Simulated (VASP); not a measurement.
# PbO2 (P4_2/mnm) in VASP: further runs, part 2 of 2

VASP 6.6.1.

**4. Single point, PBE (uniaxial strain along c: -3.0 %, then relaxed in part)**

Contents of INCAR:

```
PREC = Accurate
ENCUT = 520
EDIFF = 1E-6
ISMEAR = 0
SIGMA = 0.1
LREAL = False
LASPH = True
NELM = 100
ALGO = Normal
ISIF = 2
LWAVE = False
LCHARG = True
GGA = PE
LELF = True
LVHAR = True
NBANDS = 35
```

Contents of KPOINTS:

```
Automatic mesh
0
Gamma
  8 8 10
```

Contents of POSCAR:

```
PbO2
1.0
    5.1528237371      0.0000000000      0.0000000000
    0.0000000000      5.1528237371      0.0000000000
    0.0000000000      0.0000000000      3.3398813305
Pb O
2 4
Direct
    0.0000000000      0.0000000000      0.0000000000
    0.5000000000      0.5000000000      0.5000000000
    0.3076812961      0.3076812961      0.0000000000
    0.1923187039      0.8076812961      0.5000000000
    0.6923187039      0.6923187039      0.0000000000
    0.8076812961      0.1923187039      0.5000000000
```

Potentials or basis: VASP PAW PBE potentials, release 64 (Pb_d, O).

Launch:

```console
$ cat potpaw_PBE.64/Pb_d/POTCAR potpaw_PBE.64/O/POTCAR > POTCAR
$ mpirun -np 1 vasp_std > vasp.out
```

OUTCAR:

```text
PREC = Accurate
   ENCUT = 520
   EDIFF = 1E-6
   ISMEAR = 0
   LREAL = False
   LASPH = True
   NELM = 100
   ISIF = 2
   GGA = PE

 ion  position               nearest neighbor table
   1  0.000  0.000  0.000-   4 2.18   6 2.18   4 2.18   6 2.18   5 2.24   3 2.24   2 4.01   2 4.01
                             2 4.01   2 4.01   2 4.01   2 4.01   2 4.01   2 4.01
   2  0.500  0.500  0.500-   3 2.18   5 2.18   3 2.18   5 2.18   4 2.24   6 2.24   1 4.01   1 4.01
                             1 4.01   1 4.01   1 4.01   1 4.01   1 4.01   1 4.01
   3  0.308  0.308  0.000-   2 2.18   2 2.18   1 2.24
   4  0.192  0.808  0.500-   1 2.18   1 2.18   2 2.24
   5  0.692  0.692  0.000-   2 2.18   2 2.18   1 2.24
[... 1124 lines left out ...]
  Total        0.0874938      0.0874938      2.9401315      0.0000000      0.0000000      0.0000000
  in kB        1.5807610      1.5807610     53.1197136      0.0000000      0.0000000      0.0000000
  external PRESSURE =      18.7604119 kB  Pullay stress =       0.0000000 kB

 VOLUME and BASIS-vectors are now :
 -----------------------------------------------------------------------------
  energy-cutoff  :      520.00
  volume of cell :       88.68
      direct lattice vectors                 reciprocal lattice vectors
     5.152823737  0.000000000  0.000000000     0.194068350  0.000000000  0.000000000
     0.000000000  5.152823737  0.000000000     0.000000000  0.194068350  0.000000000
     0.000000000  0.000000000  3.339881330     0.000000000  0.000000000  0.299411836

 POSITION                                       TOTAL-FORCE (eV/Angst)
 -----------------------------------------------------------------------------------
      0.00000      0.00000      0.00000         0.000000      0.000000     -0.000000
      2.57641      2.57641      1.66994         0.000000      0.000000     -0.000000
      1.58543      1.58543      0.00000        -0.013725     -0.013725      0.000000
      0.99098      4.16184      1.66994         0.013725     -0.013725      0.000000
      3.56740      3.56740      0.00000         0.013725      0.013725     -0.000000
      4.16184      0.99098      1.66994        -0.013725      0.013725     -0.000000
 -----------------------------------------------------------------------------------
    total drift:                               -0.000000      0.000000     -0.000000

  FREE ENERGIE OF THE ION-ELECTRON SYSTEM (eV)
  ---------------------------------------------------
  free  energy   TOTEN  =       -31.8257211898 eV

  energy  without entropy=      -31.8233953046  energy(sigma->0) =      -31.82455825
```

OSZICAR:

```text
N       E                     dE             d eps       ncg     rms          rms(c)
DAV:   1     0.679902280843E+03    0.67990E+03   -0.25724E+04  6300   0.178E+03
DAV:   2     0.587340852102E+02   -0.62117E+03   -0.59028E+03  6780   0.493E+02
DAV:   3    -0.326469441516E+02   -0.91381E+02   -0.88304E+02  7612   0.207E+02
DAV:   4    -0.373061831245E+02   -0.46592E+01   -0.46164E+01  7967   0.492E+01
DAV:   5    -0.374690114635E+02   -0.16283E+00   -0.16254E+00  8233   0.942E+00    0.139E+01
DAV:   6    -0.318457997511E+02    0.56232E+01   -0.17633E+01  9574   0.496E+01    0.462E+00
DAV:   7    -0.318573204568E+02   -0.11521E-01   -0.16742E+00  7505   0.968E+00    0.279E+00
DAV:   8    -0.318514011924E+02    0.59193E-02   -0.38900E-01  9630   0.559E+00    0.120E+00
DAV:   9    -0.318239371891E+02    0.27464E-01   -0.75772E-02  9723   0.352E+00    0.135E-01
DAV:  10    -0.318258459951E+02   -0.19088E-02   -0.12173E-02  6875   0.606E-01    0.142E-01
DAV:  11    -0.318257481276E+02    0.97868E-04   -0.37672E-04 10145   0.197E-01    0.599E-02
DAV:  12    -0.318257240469E+02    0.24081E-04   -0.85359E-05  7422   0.663E-02    0.184E-02
DAV:  13    -0.318257219394E+02    0.21075E-05   -0.80368E-06  7925   0.325E-02    0.507E-03
DAV:  14    -0.318257209171E+02    0.10223E-05   -0.28557E-06  6621   0.172E-02    0.213E-03
DAV:  15    -0.318257211898E+02   -0.27268E-06   -0.73128E-07  3857   0.681E-03
   1 F= -.31825721E+02 E0= -.31824558E+02  d E =-.232589E-02
```

stdout:

```text
POSCAR found type information on POSCAR PbO
 POSCAR found :  2 types and       6 ions
 scaLAPACK will be used
 LDA part: xc-table for (Slater+PW92), standard interpolation
 POSCAR, INCAR and KPOINTS ok, starting setup
 FFT: planning ... GRIDC
 FFT: planning ... GRID_SOFT
 FFT: planning ... GRID
 WAVECAR not read
 entering main loop
```

Run time: 2.1 min. Hardware: 1 thread of Intel Xeon 6975P-C (Granite Rapids), shared host; peak memory 0.35 GiB.

Results:

```yaml
Free_energy: -31.8257 eV
Pressure: 1.9 GPa
Largest_force: 0.019 eV/Å
```

Forces on the atoms (eV/Å):
```
Pb   0.000  0.000  0.000
Pb   0.000  0.000  0.000
O   -0.014 -0.014  0.000
O    0.014 -0.014  0.000
O    0.014  0.014  0.000
O   -0.014  0.014  0.000
```

Stress tensor (GPa, compression positive):
```
0.16 0.00 0.00
0.00 0.16 0.00
0.00 0.00 5.31
```

Levels at points of the mesh, in eV from the Fermi level:
| k point | band 24 | band 25 | band 26 | band 27 | band 28 | band 29 |
| --- | --- | --- | --- | --- | --- | --- |
| (0.00, 0.00, 0.00) | -0.60 | -0.60 | -0.55 | 0.04 | 4.08 | 5.92 |
| (0.50, 0.00, 0.00) | -0.62 | -0.45 | -0.45 | 2.05 | 2.05 | 6.57 |
| (0.50, 0.50, 0.00) | -0.63 | -0.56 | -0.56 | 2.56 | 2.56 | 6.66 |
| (0.00, 0.00, 0.50) | -1.06 | -0.77 | -0.77 | 3.40 | 3.40 | 8.43 |
| (0.50, 0.00, 0.50) | -0.78 | -0.38 | -0.38 | 3.64 | 3.64 | 6.81 |
| (0.50, 0.50, 0.50) | -0.69 | -0.59 | -0.59 | 2.54 | 2.54 | 8.06 |

Caveat: the cell differs from its parent crystal (uniaxial strain along c: -3.0 %, then relaxed in part); spin-orbit coupling is left out, which moves the levels of the heavy elements.

**5. Single point, PBE (uniaxial strain along c: -4.5 %, then relaxed in part)**

Contents of INCAR:

```
SYSTEM = PbO2
  PREC = Accurate
  ENCUT = 520
  EDIFF = 1E-7
  ISMEAR = 0
  SIGMA = 0.1
  LREAL = .False.
  LASPH = .True.
  NELM = 100
  ALGO = Normal
  ISIF = 2
  LWAVE = .False.
  LCHARG = .True.
  GGA = PE
  LELF = .True.
  LVHAR = .True.
  NBANDS = 35
```

Contents of KPOINTS:

```
regular mesh
0
Gamma
  8 8 10
  0 0 0
```

Contents of POSCAR:

```
PbO2
1.0
    5.1889587881      0.0000000000      0.0000000000
    0.0000000000      5.1889587881      0.0000000000
    0.0000000000      0.0000000000      3.2882336811
Pb O
2 4
Direct
    0.0000000000      0.0000000000      0.0000000000
    0.5000000000      0.5000000000      0.5000000000
    0.3074235518      0.3074235518      0.0000000000
    0.1925764482      0.8074235518      0.5000000000
    0.6925764482      0.6925764482      0.0000000000
    0.8074235518      0.1925764482      0.5000000000
```

Launch:

```console
$ cat potpaw_PBE.64/Pb_d/POTCAR potpaw_PBE.64/O/POTCAR > POTCAR
$ mpirun -np 1 vasp_std > vasp.out
```

Run time: 2 min. Hardware: 1 thread of Intel Xeon 6975P-C (Granite Rapids), shared host; peak memory 0.34 GiB.

Results (log left out):

```yaml
Free_energy: -31.7684 eV
Pressure: 2.9 GPa
Largest_force: 0.023 eV/Å
```

Forces in eV/Å, atoms in the order of the input:
```
Pb   0.000  0.000  0.000
Pb   0.000  0.000  0.000
O   -0.017 -0.017  0.000
O    0.017 -0.017  0.000
O    0.017  0.017  0.000
O   -0.017  0.017  0.000
```

Stress tensor (GPa, compression positive):
```
0.14 0.00 0.00
0.00 0.14 0.00
0.00 0.00 8.33
```

Levels at points of the mesh, in eV from the Fermi level:
```
           k point  band 24  band 25  band 26  band 27  band 28  band 29
(0.00, 0.00, 0.00)    -0.56    -0.56    -0.44     0.03     4.20     6.02
(0.50, 0.00, 0.00)    -0.59    -0.49    -0.49     2.06     2.06     6.71
(0.50, 0.50, 0.00)    -0.61    -0.60    -0.60     2.62     2.62     6.74
(0.00, 0.00, 0.50)    -1.07    -0.79    -0.79     3.41     3.41     8.33
(0.50, 0.00, 0.50)    -0.81    -0.42    -0.42     3.64     3.64     6.70
(0.50, 0.50, 0.50)    -0.71    -0.62    -0.62     2.54     2.54     8.04
```

Caveat: the cell differs from its parent crystal (uniaxial strain along c: -4.5 %, then relaxed in part); spin-orbit coupling is left out, which moves the levels of the heavy elements.

**6. Overview**

| cell | pressure (GPa) | largest force (eV/Å) |
| --- | --- | --- |
| a = 5.120, b = 5.120, c = 3.340 Å, 6 atoms | 3.4 | 0.08 |
| a = 5.101, b = 5.101, c = 3.392 Å, 6 atoms | 1.7 | 0.04 |
| a = 5.153, b = 5.153, c = 3.340 Å, 6 atoms | 1.9 | 0.02 |
| a = 5.189, b = 5.189, c = 3.288 Å, 6 atoms | 2.9 | 0.02 |

Alike in all rows: task single point; level PBE; potentials or basis VASP PAW PBE potentials, release 64 (Pb_d, O); no spin polarisation; k mesh 8 × 8 × 10; cutoff (eV) 520; smearing gaussian 0.1 eV.

Caveats: spin-orbit coupling is left out, which moves the levels of the heavy elements; the cell stands under pressure (at least some runs).

Total energies depend on the potentials used, so only differences within one code and one set of settings carry meaning.
